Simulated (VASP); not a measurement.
## SnMo: single point with r2SCAN

Crystal: SnMo.

```
CELL_PARAMETERS angstrom
0.00000 2.74795 2.74795
2.74795 0.00000 2.74795
2.74795 2.74795 0.00000
ATOMIC_POSITIONS crystal
Sn 0.50000 0.50000 0.50000
Mo 0.00000 0.00000 0.00000
```

- Program: VASP 6.6.1
- Task: single point
- Functional: r2SCAN
- Potentials or basis: VASP PAW PBE potentials, release 64 (Sn_d, Mo_sv)
- Cutoff: 550 eV
- k mesh: 6 × 6 × 6
- Occupations: methfessel-paxton, width 0.2699 eV
- Spin: no spin polarisation

```json
{"Pressure": "0.0 GPa", "Band gap on the k mesh": "zero (bands 14 and 15 overlap by 1.46 eV)"}
```

Levels at points of the mesh, in eV from the Fermi level:
| k point | band 11 | band 12 | band 13 | band 14 | band 15 | band 16 | band 17 | band 18 |
| --- | --- | --- | --- | --- | --- | --- | --- | --- |
| (0.00, 0.00, 0.00) | -1.13 | -1.13 | -1.13 | -0.67 | -0.67 | 3.47 | 3.47 | 3.47 |
| (0.50, 0.00, 0.00) | -5.67 | -3.02 | -3.02 | 0.14 | 0.14 | 1.09 | 5.75 | 7.67 |
| (0.50, 0.50, 0.00) | -3.64 | -2.37 | -0.04 | 0.16 | 0.16 | 0.68 | 0.68 | 2.19 |

Wall time 73 s on 1 thread of Intel(R) Xeon(R) Platinum 8488C (Sapphire Rapids), on a shared host, peak memory 0.17 GiB.

Caveat: the PAW data sets were made with another functional, which shifts forces and pressure a little; spin-orbit coupling is left out, which moves the levels of the heavy elements.
